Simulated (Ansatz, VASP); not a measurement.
# Two plane-wave programs on BaMgSbF

```xyz
8
Lattice="4.5615 0.0000 0.0000 0.0000 4.5615 0.0000 0.0000 0.0000 9.6886" Properties=species:S:1:pos:R:3 pbc="T T T"
Ba    2.2808    0.0000    1.3467
Ba    0.0000    2.2808    8.3419
Sb    2.2808    0.0000    6.5889
Sb    0.0000    2.2808    3.0997
Mg    2.2808    2.2808    4.8443
Mg    0.0000    0.0000    4.8443
F     2.2808    2.2808    0.0000
F     0.0000    0.0000    0.0000
```

Alike in both runs: functional PBEsol; k mesh 6 × 6 × 4; occupations gaussian, width 0.02 eV; no spin polarisation.

Ansatz relaxed the structure, and its values are those at the end. VASP's run is a single point on that final structure, the one shown.

```csv
,VASP,Ansatz
version,VASP 6.6.1,Ansatz 0.2.0
potentials or method,"VASP PAW PBE potentials, release 64 (Ba_sv, Sb, Mg, F), cutoff 520 eV","scalar-relativistic, plane waves, PAW"
valence electrons in the cell,48,84
```

|  | VASP | Ansatz | Ansatz less VASP |
| --- | --- | --- | --- |
| gap on the k mesh at the Fermi level (eV) | 1.13 | 1.16 | +0.029 |
| least direct gap on the mesh (eV) | 1.13 | 1.16 | +0.029 |
| pressure (GPa) | 0.6 | 0.0 | -0.61 |
| rms of the force components (eV/Å) | 0.035 | 0.000 | -0.0348 |

VASP's potentials were made for PBE, not for PBEsol. The functional is the same, so the differences come from potentials, cutoffs and numerics. VASP's potentials hold 48 valence electrons a cell and Ansatz's 84, so a difference there can come from the potentials and not from the codes.

Neither program's run includes spin-orbit coupling.
